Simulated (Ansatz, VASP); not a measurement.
# C in VASP and in Ansatz

File POSCAR:

```
C
1.0
    0.0000000000      1.7834000000      1.7834000000
    1.7834000000      0.0000000000      1.7834000000
    1.7834000000      1.7834000000      0.0000000000
C
2
Direct
    0.5000000000      0.5000000000      0.5000000000
    0.7500000000      0.7500000000      0.7500000000
```

The input INCAR.step1:

```
  PREC = Accurate
  ENCUT = 660
  ISMEAR = 0
  SIGMA = 0.02
  LREAL = False
  LASPH = True
  NELM = 120
  GGA = PE
  ALGO = Normal
  EDIFF = 1E-5
  LWAVE = True
  LCHARG = False
  GGA_COMPAT = False
  IBRION = 2
  ISIF = 3
  EDIFFG = -0.005
  NELMIN = 4
  NSW = 100
```

INCAR.step2

```
  PREC = Accurate
  ENCUT = 660
  EDIFF = 1E-7
  ISMEAR = 0
  SIGMA = 0.02
  LREAL = False
  LASPH = True
  NELM = 120
  ALGO = Normal
  ISIF = 3
  LWAVE = False
  LCHARG = False
  METAGGA = R2SCAN
  LMIXTAU = True
  IBRION = 2
  NSW = 100
  EDIFFG = -0.002
  ISTART = 1
  GGA_COMPAT = False
  NELMIN = 4
```

Contents of KPOINTS:

```
Automatic mesh
0
Gamma
  12 12 12
```

Input for Ansatz:

```yaml
crystal:
  lattice:
    - [0.0, 1.7834, 1.7834]
    - [1.7834, 0.0, 1.7834]
    - [1.7834, 1.7834, 0.0]
  atoms:
    - { symbol: C, position: [0.5, 0.5, 0.5] }
    - { symbol: C, position: [0.75, 0.75, 0.75] }
basis:
  ecutwfc: 500
kpoints:
  mp_grid: { grid: [12, 12, 12] }
hamiltonian:
  xc: r2scan
  pseudopotentials: { kind: paw, azcp: { folder: soft_1 } }
scf:
  occupations: { method: gaussian, width: 0.02 }
output:
  forces: true
  stress: true
  eigenvalues: true
  write_density: true
  write_potential: true
  elf: true
  volumetric_format: npy
relax:
  adjacent_minimum: "off"
  f_tol: 0.002
  max_steps: 80
  cell: { stress_tol: 0.02 }
```

Alike in both runs: task relaxation of cell and atoms; functional r2SCAN; k mesh 12 × 12 × 12; occupations gaussian, width 0.02 eV; no spin polarisation.

|  | VASP | Ansatz |
| --- | --- | --- |
| version | VASP 6.6.1 | Ansatz 0.2.0 |
| potentials or method | VASP PAW PBE potentials, release 64 (C), cutoff 660 eV | scalar-relativistic, plane waves, PAW |
| valence electrons in the cell | 8 | 8 |

Ansatz gave:

- gap on the k mesh at the Fermi level, each at its own relaxed structure (eV): 4.38
- relaxed volume (Å³/atom): 5.64
- relaxed cell length with the largest relative difference (Å): 2.518

Task: Estimate VASP's values.

Result: gap on the k mesh at the Fermi level, each at its own relaxed structure (eV): 4.36; relaxed volume (Å³/atom): 5.64; relaxed cell length with the largest relative difference (Å): 2.518.

VASP's potentials were made for PBE, not for r2SCAN.
